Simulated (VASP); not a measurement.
# CaSiH6 (R-3) in VASP: further runs

The runs below take CaSiH6 through single point, with PBEsol, r2SCAN+rVV10.

Everything below comes from runs of VASP 6.6.1. Logs are shortened: lines on timing, memory, paths and dates and some standing lists are left out, and cuts for length are marked.

**1. The cell of the first run**

It takes space group R-3 (No. 148, trigonal). The conventional cell has a = 4.445 Å, b = 4.445 Å, c = 12.369 Å, α = 90.00°, β = 90.00°, γ = 120.00°. Ca (site symmetry -3) has 12 H at 2.24 to 2.76 Å within 3.0 Å. Within 2.1 Å of Si (site symmetry -3) lie 6 H at 1.60 Å. Within 2.1 Å of H (site symmetry 1) lie 1 Si at 1.60 Å.

**2. Single point, PBEsol**

INCAR reads:

```
  ALGO = Normal
  EDIFF = 1E-7
  ENCUT = 520
  GGA = PS
  ISIF = 2
  ISMEAR = -1
  LASPH = True
  LCHARG = False
  LREAL = False
  LWAVE = False
  NBANDS = 20
  NELM = 60
  PREC = Accurate
  SIGMA = 0.03
```

KPOINTS reads:

```
k-points
0
Gamma
  6 6 6
```

POSCAR reads:

```
CaSiH6
1.0
    2.2226919935      1.2832718192      4.1230399522
   -2.2226919935      1.2832718192      4.1230399522
    0.0000000000     -2.5665436431      4.1230399508
Ca Si H
1 1 6
Direct
    0.5000000000      0.5000000000      0.5000000000
    0.0000000000      0.0000000000      0.0000000000
    0.5941241212      1.0250279020      0.1570279995
    1.0250279020      0.1570279995      0.5941241212
    0.8429720005      0.4058758788     -0.0250279020
   -0.0250279020      0.8429720005      0.4058758788
    0.4058758788     -0.0250279020      0.8429720005
    0.1570279995      0.5941241212      1.0250279020
```

Potentials or basis: VASP PAW PBE potentials, release 64 (Ca_sv, Si, H).

The run is started by

```
cat potpaw_PBE.64/Ca_sv/POTCAR potpaw_PBE.64/Si/POTCAR potpaw_PBE.64/H/POTCAR > POTCAR
mpirun -np 1 vasp_std > vasp.out
```

OUTCAR:

```text
EDIFF = 1E-7
   ENCUT = 520
   GGA = PS
   ISIF = 2
   ISMEAR = -1
   LASPH = True
   LREAL = False
   NELM = 60
   PREC = Accurate

 ion  position               nearest neighbor table
   1  0.500  0.500  0.500-
   2  0.000  0.000  0.000-   3 1.60   7 1.60   5 1.60   8 1.60   4 1.60   6 1.60
   3  0.594  0.025  0.157-   2 1.60
   4  0.025  0.157  0.594-   2 1.60
   5  0.843  0.406  0.975-   2 1.60
   6  0.975  0.843  0.406-   2 1.60
   7  0.406  0.975  0.843-   2 1.60
   8  0.157  0.594  0.025-   2 1.60

  LATTYP: Found a trigonal (rhomboedric) cell.
 ALAT       =     4.8566042362
 COS(alpha) =     0.5810876759

  Lattice vectors:

 A1 = (   2.2226919935,   1.2832718192,   4.1230399522)
 A2 = (  -2.2226919935,   1.2832718192,   4.1230399522)
 A3 = (   0.0000000000,  -2.5665436431,   4.1230399508)

Analysis of symmetry for initial positions (statically):
=====================================================================
 Subroutine PRICEL returns:
 Original cell was already a primitive cell.

 Routine SETGRP: Setting up the symmetry group for a
 trigonal (rhombohedral) supercell.

 Subroutine GETGRP returns: Found  6 space group operations
 (whereof  6 operations were pure point group operations)
 out of a pool of 12 trial point group operations.

The static configuration has the point symmetry S_6 .

Analysis of symmetry for dynamics (positions and initial velocities):
=====================================================================
 Subroutine PRICEL returns:
 Original cell was already a primitive cell.

 Routine SETGRP: Setting up the symmetry group for a
 trigonal (rhombohedral) supercell.

 Subroutine GETGRP returns: Found  6 space group operations
 (whereof  6 operations were pure point group operations)
 out of a pool of 12 trial point group operations.

The dynamic configuration has the point symmetry S_6 .

 Subroutine INISYM returns: Found  6 space group operations
 (whereof  6 operations are pure point group operations),
 and found     1 'primitive' translations

----------------------------------------------------------------------------------------

                                     Primitive cell

[... 102 lines left out ...]
   EDIFF  = 0.1E-06   stopping-criterion for ELM
   LREAL  =      F    real-space projection
   EDIFFG = 0.1E-05   stopping-criterion for IOM
   NSW    =      0    number of steps for IOM
   IBRION =     -1    ionic relax: 0-MD 1-quasi-New 2-CG
   NFREE  =      0    steps in history (QN), initial steepest desc. (CG)
   ISIF   =      2    stress and relaxation
   ISYM   =      2    0-nonsym 1-usesym 2-fastsym
   POTIM  = 0.5000    time-step for ionic-motion
   TEBEG  =    0.0;   TEEND  =   0.0 temperature during run
   PSTRESS=    0.0 pullay stress
   NELECT =      20.0000    total number of electrons
   NUPDOWN=      -1.0000    fix difference up-down
   EMIN   =  10.00;   EMAX   =-10.00  energy-range for DOS
   EFERMI =   0.00;   METHOD = LEGACY
   ISMEAR =    -1;   SIGMA  =   0.03  broadening in eV -4-tet -1-fermi 0-gaus
   EFERMI_NEDOS =   21; number of points for ismear=-14 and -15
   IALGO  =     38    algorithm
   IMIX   =      4    mixing-type and parameters
     AMIX     =   0.40;   BMIX     =  1.00
     AMIX_MAG =   1.60;   BMIX_MAG =  1.00
  volume/ion in A,a.u.               =       8.82        59.52
  Fermi-wavevector in a.u.,A,eV,Ry     =   1.075382  2.032176 15.734396  1.156445
  Thomas-Fermi vector in A             =   2.211236
   LORBIT       =      0    0 simple, 1 ext, 2 COOP (PROOUT), +10 PAW based schemes
   GGA     = PS    functional components
   LHFCALC =     F    Hartree Fock is set to
   AEXX    =    0.0000 exact exchange contribution
   IVDW    =     0    specifies the selected vdW correction
   LEPSILON=     F    determine dielectric tensor
   LRPA    =     F    only Hartree local field effects (RPA)
 non-spin polarized calculation
  energy-cutoff  :      520.00
  volume of cell :       70.56
 maximum number of plane-waves:      1926
   NGX = 19   NGY = 19   NGZ = 19

 number of electron      20.0000000 magnetization

 Free energy of the ion-electron system (eV)
  ---------------------------------------------------
  ext. energy  EPLUGINS =         0.00000000
  ---------------------------------------------------
  free energy    TOTEN  =       -28.80592314 eV

  energy without entropy =      -28.80592314  energy(sigma->0) =      -28.80592314

 E-fermi :   2.8896     XC(G=0):  -9.3102

 val. band max:        2.2180360048   @ k =   0.5000   0.5000   0.5000
 cond. band min:       3.4602453344   @ k =   0.0000   0.0000   0.0000
 fundamental gap:      1.2422093296
 Fermi energy:         2.8895613022

 k-point     1 :       0.0000    0.0000    0.0000
  band No.  band energies     occupation
      1     -38.0231      2.00000
      2     -19.1719      2.00000
      3     -19.0929      2.00000
      4     -19.0929      2.00000
      5      -8.2656      2.00000
      6      -1.8142      2.00000
[... 541 lines left out ...]
     19      10.3947      0.00000
     20      11.1885      0.00000

 [... further k-points ...]

------------------------ aborting loop because EDIFF is reached ----------------------------------------

  FORCE on cell =-STRESS in cart. coord.  units (eV):
  Direction    XX          YY          ZZ          XY          YZ          ZX
  --------------------------------------------------------------------------------------
  -------------------------------------------------------------------------------------
  Total       -0.0221652     -0.0221652     -0.0332276     -0.0000000      0.0000000      0.0000000
  in kB       -0.5032878     -0.5032878     -0.7544726     -0.0000008      0.0000000      0.0000000
  external PRESSURE =      -0.5870160 kB  Pullay stress =       0.0000000 kB

 VOLUME and BASIS-vectors are now :
 -----------------------------------------------------------------------------
  energy-cutoff  :      520.00
  volume of cell :       70.56
      direct lattice vectors                 reciprocal lattice vectors
     2.222691993  1.283271819  4.123039952     0.224952446  0.129876355  0.080846496
    -2.222691993  1.283271819  4.123039952    -0.224952446  0.129876355  0.080846496
     0.000000000 -2.566543643  4.123039951     0.000000000 -0.259752710  0.080846496

 POSITION                                       TOTAL-FORCE (eV/Angst)
 -----------------------------------------------------------------------------------
      0.00000     -0.00000      6.18456        -0.000000      0.000000     -0.000000
      0.00000      0.00000      0.00000        -0.000000      0.000000     -0.000000
      1.26493      0.39152      3.20022        -0.002213      0.005362      0.004686
     -0.29340     -1.29122      3.20022         0.005750     -0.000764      0.004686
      0.97153     -0.89970      9.16890         0.003537      0.004598     -0.004686
      0.29340      1.29122      9.16890        -0.005750      0.000764     -0.004686
     -1.26493     -0.39152      9.16890         0.002213     -0.005362     -0.004686
     -0.97153      0.89970      3.20022        -0.003537     -0.004598      0.004686
 -----------------------------------------------------------------------------------
    total drift:                               -0.000000     -0.000000      0.000000

  FREE ENERGIE OF THE ION-ELECTRON SYSTEM (eV)
  ---------------------------------------------------
  free  energy   TOTEN  =       -28.8059231444 eV

  energy  without entropy=      -28.8059231443  energy(sigma->0) =      -28.80592314
```

stdout:

```text
POSCAR found type information on POSCAR CaSiH
 POSCAR found :  3 types and       8 ions
 scaLAPACK will be used
 -----------------------------------------------------------------------------
|                                                                             |
|                                                                             |
|     You enforced a specific xc type in the INCAR file but a different       |
|     I HOPE YOU KNOW WHAT YOU ARE DOING!                                     |
|                                                                             |
 -----------------------------------------------------------------------------

 LDA part: xc-table for (Slater+PW92), standard interpolation
 POSCAR, INCAR and KPOINTS ok, starting setup
 FFT: planning ... GRIDC
 FFT: planning ... GRID_SOFT
 FFT: planning ... GRID
 WAVECAR not read
 entering main loop
```

Wall time 88 s (1 thread of Oxide Virtual Turin-like, shared host); peak memory 0.2 GiB.

What came out:

```yaml
Free_energy: -28.8059 eV
Pressure: -0.1 GPa
Largest_force: 0.007 eV/Å
Band_gap_on_the_k_mesh: 1.24 eV (least direct gap 2.76 eV)
```

Forces on the atoms (eV/Å):
```
Ca   0.000  0.000  0.000
Si   0.000  0.000  0.000
H   -0.002  0.005  0.005
H    0.006 -0.001  0.005
H    0.004  0.005 -0.005
H   -0.006  0.001 -0.005
H    0.002 -0.005 -0.005
H   -0.004 -0.005  0.005
```

Caveat: the PAW data sets were made with another functional, which shifts forces and pressure a little. A k mesh can miss the band edges.

(Continued in part 2 of 2.)
